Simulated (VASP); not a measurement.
# YGaF4 (P6/mmm) in VASP: a series of runs

Runs on YGaF4. Level: PBE. Tasks: single point, relaxation of cell and atoms.

All numbers are computed with VASP 6.6.1; they aren't measurements. Logs are shortened: lines on timing, memory, paths and dates and some standing lists are left out, and cuts for length are marked.

**1. The cell of the first run**

It takes space group P6/mmm (No. 191, hexagonal). The conventional cell has a = 3.889 Å, b = 3.889 Å, c = 6.286 Å, α = 90.00°, β = 90.00°, γ = 120.00°. Within 3.4 Å of Y (site symmetry 6/mmm) lie 12 F at 2.56 Å and 2 Ga at 3.14 Å. Within 3.9 Å of Ga (site symmetry 6/mmm) lie 12 F at 2.95 Å and 2 Y at 3.14 Å and 6 Ga at 3.89 Å. Within 3.0 Å of F (site symmetry 3m) lie 4 F at 2.25 to 2.45 Å and 3 Y at 2.56 Å and 3 Ga at 2.95 Å.

**2. Single point, PBE**

Input file INCAR:

```
SYSTEM = YGaF4
PREC = Accurate ; ENCUT = 520
EDIFF = 1E-6 ; ISMEAR = 0
SIGMA = 0.1 ; LREAL = .FALSE.
LASPH = .TRUE. ; NELM = 100
ALGO = Normal ; ISIF = 2
LWAVE = .FALSE. ; LCHARG = .FALSE.
GGA = PE ; NBANDS = 35
```

Input file KPOINTS:

```
Automatic mesh
0
G
  6 6 4
  0 0 0
```

Input file POSCAR:

```
YGaF4
1.0
    3.8887380380      0.0000000033      0.0000000000
   -1.9443690219      3.3677459279      0.0000000000
    0.0000000000      0.0000000000      6.2859184292
Y Ga F
1 1 4
Direct
    0.0000000000      0.0000000000      0.5000000000
    0.0000000000      0.0000000000      0.0000000000
    0.3333333333      0.6666666667      0.3047389943
    0.3333333333      0.6666666667      0.6952610057
    0.6666666667      0.3333333333      0.3047389943
    0.6666666667      0.3333333333      0.6952610057
```

Potentials or basis: VASP PAW PBE potentials, release 64 (Y_sv, Ga_d, F).

Launch:

```sh
$ cat potpaw_PBE.64/Y_sv/POTCAR potpaw_PBE.64/Ga_d/POTCAR potpaw_PBE.64/F/POTCAR > POTCAR
$ mpirun -np 1 vasp_std > vasp.out
```

OUTCAR:

```text
SYSTEM = YGaF4
   PREC = Accurate
   ENCUT = 520
   EDIFF = 1E-6
   ISMEAR = 0
   LREAL = .FALSE.
   LASPH = .TRUE.
   NELM = 100
   ISIF = 2
   GGA = PE

 ion  position               nearest neighbor table
   1  0.000  0.000  0.500-   3 2.56   4 2.56   5 2.56   6 2.56   5 2.56   6 2.56   3 2.56   4 2.56
                             5 2.56   6 2.56   3 2.56   4 2.56   2 3.14   2 3.14
   2  0.000  0.000  0.000-   1 3.14   1 3.14
   3  0.333  0.667  0.305-   1 2.56   1 2.56   1 2.56
   4  0.333  0.667  0.695-   1 2.56   1 2.56   1 2.56
   5  0.667  0.333  0.305-   1 2.56   1 2.56   1 2.56
   6  0.667  0.333  0.695-   1 2.56   1 2.56   1 2.56

  LATTYP: Found a hexagonal cell.
 ALAT       =     3.8887380380
 C/A-ratio  =     1.6164417268

  Lattice vectors:

 A1 = (   3.8887380380,   0.0000000033,   0.0000000000)
 A2 = (  -1.9443690219,   3.3677459279,   0.0000000000)
 A3 = (   0.0000000000,   0.0000000000,   6.2859184292)

Analysis of symmetry for initial positions (statically):
=====================================================================
 Subroutine PRICEL returns:
 Original cell was already a primitive cell.

 Routine SETGRP: Setting up the symmetry group for a
 hexagonal supercell.

 Subroutine GETGRP returns: Found 24 space group operations
 (whereof 24 operations were pure point group operations)
 out of a pool of 24 trial point group operations.

The static configuration has the point symmetry D_6h.

Analysis of symmetry for dynamics (positions and initial velocities):
=====================================================================
 Subroutine PRICEL returns:
 Original cell was already a primitive cell.

 Routine SETGRP: Setting up the symmetry group for a
 hexagonal supercell.

 Subroutine GETGRP returns: Found 24 space group operations
 (whereof 24 operations were pure point group operations)
 out of a pool of 24 trial point group operations.

The dynamic configuration has the point symmetry D_6h.

 Subroutine INISYM returns: Found 24 space group operations
 (whereof 24 operations are pure point group operations),
 and found     1 'primitive' translations

----------------------------------------------------------------------------------------

                                     Primitive cell

  volume of cell :      82.3222

  direct lattice vectors                    reciprocal lattice vectors
     3.888738038  0.000000003  0.000000000     0.257152832  0.148467257  0.000000000
    -1.944369022  3.367745928  0.000000000    -0.000000000  0.296934514  0.000000000
     0.000000000  0.000000000  6.285918429     0.000000000  0.000000000  0.159085742

  length of vectors
     3.888738038  3.888738038  6.285918429     0.296934514  0.296934514  0.159085742

  position of ions in fractional coordinates (direct lattice)
     0.000000000  0.000000000  0.500000000
     0.000000000  0.000000000  0.000000000
     0.333333333  0.666666667  0.304738994
     0.333333333  0.666666667  0.695261006
     0.666666667  0.333333333  0.304738994
     0.666666667  0.333333333  0.695261006

  ion indices of the primitive-cell ions
   primitive index   ion index
                 1           1
                 2           2
                 3           3
                 4           4
                 5           5
                 6           6

----------------------------------------------------------------------------------------

 KPOINTS: Automatic mesh

Automatic generation of k-mesh.
 Grid dimensions read from file:
 generate k-points for:    6    6    4

 Generating k-lattice:

  Cartesian coordinates                     Fractional coordinates (reciprocal lattice)
     0.042858805  0.024744543  0.000000000     0.166666667  0.000000000  0.000000000
    -0.000000000  0.049489086  0.000000000     0.000000000  0.166666667  0.000000000
     0.000000000  0.000000000  0.039771436     0.000000000  0.000000000  0.250000000

  Length of vectors
     0.049489086  0.049489086  0.039771436

  Shift w.r.t. Gamma in fractional coordinates (k-lattice)
     0.000000000  0.000000000  0.000000000

 Subroutine IBZKPT returns following result:
 ===========================================

 Found     21 irreducible k-points:

 Following reciprocal coordinates:
            Coordinates               Weight
  0.000000  0.000000  0.000000      1.000000
  0.166667  0.000000  0.000000      6.000000
  0.333333 -0.000000  0.000000      6.000000
  0.500000  0.000000  0.000000      3.000000
  0.166667  0.166667  0.000000      6.000000
  0.333333  0.166667  0.000000     12.000000
[... 13 lines left out ...]
  0.333333  0.166667  0.500000     12.000000
  0.333333  0.333333  0.500000      2.000000
   k-points           NKPTS =     21   k-points in BZ     NKDIM =     21   number of bands    NBANDS=     35
   number of dos      NEDOS =    301   number of ions     NIONS =      6
   total plane-waves  NPLWV =  43200
   dimension x,y,z NGX =    30 NGY =   30 NGZ =   48
   dimension x,y,z NGXF=    60 NGYF=   60 NGZF=   96
   ions per type =               1   1   4
   NGX,Y,Z   is equivalent  to a cutoff of  12.83, 12.83, 12.69 a.u.
   NGXF,Y,Z  is equivalent  to a cutoff of  25.65, 25.65, 25.39 a.u.
 SYSTEM =  YGaF4
   PREC   = accura    normal or accurate (medium, high low for compatibility)
   ISTART =      0    job   : 0-new  1-cont  2-samecut
   ICHARG =      2    charge: 1-file 2-atom 10-const
   ISPIN  =      1    spin polarized calculation?
   LNONCOLLINEAR =      F non collinear calculations
   LSORBIT =      F    spin-orbit coupling
   LASPH  =      T    aspherical Exc in radial PAW
   ENCUT  =  520.0 eV  38.22 Ry    6.18 a.u.   7.23  7.23 11.69*2*pi/ulx,y,z
   NELM   =    100;   NELMIN=  2; NELMDL= -5     # of ELM steps
   EDIFF  = 0.1E-05   stopping-criterion for ELM
   LREAL  =      F    real-space projection
   EDIFFG = 0.1E-04   stopping-criterion for IOM
   NSW    =      0    number of steps for IOM
   IBRION =     -1    ionic relax: 0-MD 1-quasi-New 2-CG
   NFREE  =      0    steps in history (QN), initial steepest desc. (CG)
   ISIF   =      2    stress and relaxation
   ISYM   =      2    0-nonsym 1-usesym 2-fastsym
   POTIM  = 0.5000    time-step for ionic-motion
   TEBEG  =    0.0;   TEEND  =   0.0 temperature during run
   PSTRESS=    0.0 pullay stress
   NELECT =      52.0000    total number of electrons
   NUPDOWN=      -1.0000    fix difference up-down
   EMIN   =  10.00;   EMAX   =-10.00  energy-range for DOS
   EFERMI =   0.00;   METHOD = LEGACY
   ISMEAR =     0;   SIGMA  =   0.10  broadening in eV -4-tet -1-fermi 0-gaus
   EFERMI_NEDOS =   21; number of points for ismear=-14 and -15
   IALGO  =     38    algorithm
   IMIX   =      4    mixing-type and parameters
     AMIX     =   0.40;   BMIX     =  1.00
     AMIX_MAG =   1.60;   BMIX_MAG =  1.00
  volume/ion in A,a.u.               =      13.72        92.59
  Fermi-wavevector in a.u.,A,eV,Ry     =   1.404657  2.654417 26.845138  1.973062
  Thomas-Fermi vector in A             =   2.527197
   LORBIT       =      0    0 simple, 1 ext, 2 COOP (PROOUT), +10 PAW based schemes
   GGA     = PE    functional components
   LHFCALC =     F    Hartree Fock is set to
   AEXX    =    0.0000 exact exchange contribution
   IVDW    =     0    specifies the selected vdW correction
   LEPSILON=     F    determine dielectric tensor
   LRPA    =     F    only Hartree local field effects (RPA)
 non-spin polarized calculation
 Gauss-broadening in eV      SIGMA  =   0.10
  energy-cutoff  :      520.00
  volume of cell :       82.32
 maximum number of plane-waves:      2244
 NGX is ok and might be reduce to    30
   NGX = 15   NGY = 15   NGZ = 23

 number of electron      51.9999967 magnetization

 Free energy of the ion-electron system (eV)
  ---------------------------------------------------
  ext. energy  EPLUGINS =         0.00000000
  ---------------------------------------------------
  free energy    TOTEN  =       -32.19077326 eV

  energy without entropy =      -32.19077326  energy(sigma->0) =      -32.19077326

 E-fermi :   1.8861     XC(G=0): -10.2515

 val. band max:        1.3381540078   @ k =   0.3333   0.3333   0.0000
 cond. band min:       3.6591619856   @ k =   0.0000   0.0000   0.5000
 fundamental gap:      2.3210079779
 Fermi energy:         1.8860691882

 k-point     1 :       0.0000    0.0000    0.0000
  band No.  band energies     occupation
      1     -40.0741      2.00000
      2     -20.9414      2.00000
      3     -20.3811      2.00000
      4     -19.7732      2.00000
      5     -19.7732      2.00000
      6     -19.0323      2.00000
[... 27 lines left out ...]
     34       8.4212      0.00000
     35       9.9599      0.00000

 k-point     2 :       0.1667    0.0000    0.0000
  band No.  band energies     occupation
      1     -40.0694      2.00000
      2     -20.8086      2.00000
      3     -20.6476      2.00000
      4     -19.7871      2.00000
      5     -19.4374      2.00000
      6     -19.1043      2.00000
[... 27 lines left out ...]
     34       8.2843      0.00000
     35      10.4422      0.00000

 k-point     3 :       0.3333   -0.0000    0.0000
  band No.  band energies     occupation
      1     -40.0599      2.00000
      2     -20.9148      2.00000
      3     -20.4626      2.00000
      4     -19.8148      2.00000
      5     -19.3018      2.00000
      6     -19.2224      2.00000
[... 27 lines left out ...]
     34       8.3522      0.00000
     35      11.4576      0.00000
[... 609 lines left out ...]
 k-point    20 :       0.3333    0.1667    0.5000
  band No.  band energies     occupation
      1     -40.0552      2.00000
      2     -20.8963      2.00000
      3     -20.2274      2.00000
      4     -20.1432      2.00000
      5     -19.3926      2.00000
      6     -18.9862      2.00000
[... 27 lines left out ...]
     34       9.7078      0.00000
     35      13.4771      0.00000

 k-point    21 :       0.3333    0.3333    0.5000
  band No.  band energies     occupation
      1     -40.0528      2.00000
      2     -20.6170      2.00000
      3     -20.6170      2.00000
      4     -20.0951      2.00000
      5     -19.2314      2.00000
      6     -19.2314      2.00000
[... 27 lines left out ...]
     34       9.8702      0.00000
     35      13.5448      0.00000

------------------------ aborting loop because EDIFF is reached ----------------------------------------

  FORCE on cell =-STRESS in cart. coord.  units (eV):
  Direction    XX          YY          ZZ          XY          YZ          ZX
  --------------------------------------------------------------------------------------
  -------------------------------------------------------------------------------------
  Total       -0.1484586     -0.1484586     -0.1212004      0.0000000     -0.0000000      0.0000000
  in kB       -2.8893442     -2.8893442     -2.3588374      0.0000000     -0.0000000      0.0000000
  external PRESSURE =      -2.7125086 kB  Pullay stress =       0.0000000 kB

 VOLUME and BASIS-vectors are now :
 -----------------------------------------------------------------------------
  energy-cutoff  :      520.00
  volume of cell :       82.32
      direct lattice vectors                 reciprocal lattice vectors
     3.888738038  0.000000003  0.000000000     0.257152832  0.148467257  0.000000000
    -1.944369022  3.367745928  0.000000000    -0.000000000  0.296934514  0.000000000
     0.000000000  0.000000000  6.285918429     0.000000000  0.000000000  0.159085742

 POSITION                                       TOTAL-FORCE (eV/Angst)
 -----------------------------------------------------------------------------------
      0.00000      0.00000      3.14296         0.000000     -0.000000     -0.000000
      0.00000      0.00000      0.00000        -0.000000     -0.000000     -0.000000
     -0.00000      2.24516      1.91556         0.000000     -0.000000     -0.009460
     -0.00000      2.24516      4.37035         0.000000      0.000000      0.009460
      1.94437      1.12258      1.91556        -0.000000     -0.000000     -0.009460
      1.94437      1.12258      4.37035        -0.000000      0.000000      0.009460
 -----------------------------------------------------------------------------------
    total drift:                               -0.000000      0.000000      0.000000

  FREE ENERGIE OF THE ION-ELECTRON SYSTEM (eV)
  ---------------------------------------------------
  free  energy   TOTEN  =       -32.1907732642 eV

  energy  without entropy=      -32.1907732642  energy(sigma->0) =      -32.19077326
```

It took 42 s on 1 thread of AMD EPYC 9R45 (Zen 5), shared host; peak memory 0.21 GiB.

What came out:

* Free energy: -32.1908 eV
* Pressure: -0.3 GPa
* Largest force: 0.009 eV/Å
* Band gap on the k mesh: 2.32 eV, indirect (least direct gap 2.52 eV)

Forces on the atoms (eV/Å):
```
Y    0.000  0.000  0.000
Ga   0.000  0.000  0.000
F    0.000  0.000 -0.009
F    0.000  0.000  0.009
F    0.000  0.000 -0.009
F    0.000  0.000  0.009
```

A k mesh can miss the band edges.

(Part 1 of 3 ends here.)
